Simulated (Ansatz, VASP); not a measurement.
**Two plane-wave programs on Ni**

INCAR

```
SYSTEM = Ni
ALGO     = Fast           ! electronic algorithm
EDIFF    = 1E-8           ! SCF threshold, eV
ENCUT    = 520            ! plane-wave cutoff, eV
GGA      = PE             ! functional
ISIF     = 2              ! what is computed and relaxed
ISMEAR   = 0              ! smearing method
ISPIN    = 2              ! spin polarisation
LASPH    = .True.         ! aspherical terms in the spheres
LCHARG   = .False.        ! write CHGCAR
LEFG     = .True.       
LMAXMIX  = 4              ! l up to which the mixer works
LORBIT   = 11             ! projections on sites
LREAL    = .False.        ! projectors in reciprocal space
LWAVE    = .False.        ! write WAVECAR
MAGMOM   = 0.76           ! initial moments
NBANDS   = 15             ! bands
NELM     = 150            ! most SCF steps
PREC     = Accurate       ! precision mode
SIGMA    = 0.05           ! smearing width, eV
```

Contents of KPOINTS:

```
k-points
0
Gamma
  22 22 22
  0 0 0
```

File POSCAR:

```
Ni
1.0
    0.0000000000      1.7593096198      1.7593096198
    1.7593096198      0.0000000000      1.7593096198
    1.7593096198      1.7593096198      0.0000000000
Ni
1
Direct
    0.0000000000      0.0000000000      0.0000000000
```

Input for Ansatz:

```yaml
crystal:
  lattice:
    - [0.0, 1.7593096198, 1.7593096198]
    - [1.7593096198, 0.0, 1.7593096198]
    - [1.7593096198, 1.7593096198, 0.0]
  atoms:
    - { symbol: Ni, position: [0.0, 0.0, 0.0], spin: 0.76 }
basis:
  ecutwfc: 420
  ecutrho_ratio: 4
kpoints:
  mp_grid: { grid: [22, 22, 22] }
hamiltonian:
  xc: pbe
scf:
  occupations: { method: gaussian, width: 0.05 }
  lower_state_search: "off"
output:
  forces: true
  stress: true
  eigenvalues: true
  populations: true
  efg: { contact_densities: true, quadrupole_moments_barn: { Ni: 0.162 } }
magnetization:
  spin_polarized: true
checkpoint:
  read: start.run
  write: ck
  compress: false
  write_wavefunctions: false
  write_every: 100000
```

Alike in both runs: task electric field gradients; functional PBE; k mesh 22 × 22 × 22; occupations gaussian, width 0.05 eV; collinear spin.

```csv
,VASP,Ansatz
version,VASP 6.6.1,Ansatz 0.2.0
potentials or method,"VASP PAW PBE potentials, release 64 (Ni), cutoff 520 eV","scalar-relativistic, plane waves, PAW"
valence electrons in the cell,10,18
```

```csv
,VASP,Ansatz,Ansatz less VASP
gap on the k mesh at the Fermi level (eV),none,none,-
pressure (GPa),0.0,0.0,+0.02
net moment per atom (μB),0.65,0.65,+0.004
size of the moment on the site where the two differ most (μB),0.66,0.69,+0.032
```

Site moments also hang on the region over which each program counts them. A gap of «none» marks a metal or a gap that the smearing closes. The functional is the same, so the differences come from potentials, cutoffs and numerics. VASP's potentials hold 10 valence electrons a cell and Ansatz's 18, so a difference there can come from the potentials and not from the codes.
